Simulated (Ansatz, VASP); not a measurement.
One calculation of TiAl2, two programs

File INCAR:

```
SYSTEM = TiAl2
PREC = Accurate ; ENCUT = 500
EDIFF = 1E-7 ; ISMEAR = -1
SIGMA = 0.15 ; LREAL = .FALSE.
LASPH = .TRUE. ; NELM = 120
ALGO = Normal ; ISIF = 3
LWAVE = .FALSE. ; LCHARG = .FALSE.
IBRION = 2 ; NSW = 80
EDIFFG = -0.001 ; GGA_COMPAT = .FALSE.
NELMIN = 4
```

Contents of KPOINTS:

```
Automatic mesh
0
G
  10 10 10
  0 0 0
```

Contents of POSCAR:

```
TiAl2
1.0
    1.9318918277     -5.9735899575      0.0000000000
    1.9318918277      5.9735899575      0.0000000000
    0.0000000000      0.0000000000      3.9315125201
Ti Al
2 4
Direct
    0.6560629585      0.3439370415      0.0000000000
    0.3439370415      0.6560629585      0.0000000000
    0.0000000000      0.0000000000      0.0000000000
    0.8269844141      0.1730155859      0.5000000000
    0.1730155859      0.8269844141      0.5000000000
    0.5000000000      0.5000000000      0.5000000000
```

Input for Ansatz:

```yaml
crystal:
  lattice:
    - [1.9318918283, -5.9735899589, 0.0]
    - [1.9318918283, 5.9735899589, 0.0]
    - [0.0, 0.0, 3.9315125183]
  atoms:
    - { symbol: Ti, position: [0.6560629584, 0.3439370416, 0.0] }
    - { symbol: Ti, position: [0.3439370416, 0.6560629584, 0.0] }
    - { symbol: Al, position: [0.0, 0.0, 0.0] }
    - { symbol: Al, position: [0.8269844141, 0.1730155859, 0.5] }
    - { symbol: Al, position: [0.1730155859, 0.8269844141, 0.5] }
    - { symbol: Al, position: [0.5, 0.5, 0.5] }
basis:
  ecutwfc: 420
kpoints:
  mp_grid: { grid: [10, 10, 10] }
hamiltonian:
  xc: lda
scf:
  occupations: { method: fermi_dirac, width: 0.15 }
output:
  forces: true
  stress: true
  eigenvalues: true
relax:
  adjacent_minimum: "off"
  f_tol: 0.001
  max_steps: 60
  cell: { stress_tol: 0.01 }
```

Alike in both runs: task relaxation of cell and atoms; functional LDA; k mesh 10 × 10 × 10; occupations fermi-dirac, width 0.15 eV; no spin polarisation.

|  | VASP | Ansatz |
| --- | --- | --- |
| version | VASP 6.6.1 | Ansatz 0.2.0 |
| potentials or method | VASP PAW LDA potentials, release 64 (Ti_sv, Al), cutoff 500 eV | scalar-relativistic, plane waves, PAW |
| valence electrons in the cell | 36 | 36 |

VASP gave:

* gap on the k mesh at the Fermi level, each at its own relaxed structure (eV): none
* relaxed volume (Å³/atom): 15.16
* relaxed length of the cell vector where the two differ most in proportion (Å): 6.286

Estimate Ansatz's values.

gap on the k mesh at the Fermi level, each at its own relaxed structure (eV): none; relaxed volume (Å³/atom): 15.14; relaxed length of the cell vector where the two differ most in proportion (Å): 6.284.

LDA's correlation is that of Perdew and Zunger in VASP and of Perdew and Wang (1992) in Ansatz. A gap of «none» marks a metal or a gap that the smearing closes.
